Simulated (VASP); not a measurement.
Crystal: NiOs.

```
Ni Os
1.0
     2.63652    0.00000    0.00000
     0.00000    2.63652    0.00000
     0.00000    0.00000    3.58566
Ni Os
1 1
Direct
  0.00000 0.00000 0.00000
  0.50000 0.50000 0.50000
```

| Quantity | Value |
| --- | --- |
| Program | VASP 6.6.1 |
| Task | relaxation of cell and atoms |
| Functional | PBE |
| Potentials or basis | VASP PAW PBE potentials, release 64 (Ni, Os) |
| Cutoff | 600 eV |
| k mesh | 16 × 16 × 12 |
| Occupations | gaussian, width 0.1 eV |
| Spin | no spin polarisation |

At the start: pressure 3.7 GPa; volume 12.46 Å³/atom.

**Question.** Where does the relaxation end?

**Answer.** Over 5 steps the energy falls by 9.3 meV/atom and the volume is 12.64 Å³/atom (+1.4 %); space group P4/mmm (No. 123, to 0.05 Å).

The path:
```
step  energy change (eV)  largest force (eV/Å)  pressure (GPa)  volume (Å³)
   1              0.0000                0.0000            3.70        24.92
   2              0.0022                0.0000           -7.84        25.97
   3             -0.0093                0.0000           -2.04        25.41
   4             -0.0184                0.0000           -0.16        25.30
   5             -0.0185                0.0000            0.08        25.28
```

Final structure:
```yaml
crystal:
  lattice:
    - [2.61197, 0.00000, 0.00000]
    - [0.00000, 2.61197, 0.00000]
    - [0.00000, 0.00000, 3.70556]
  atoms:
    - { symbol: Ni, position: [0.00000, 0.00000, 0.00000] }
    - { symbol: Os, position: [0.50000, 0.50000, 0.50000] }
```
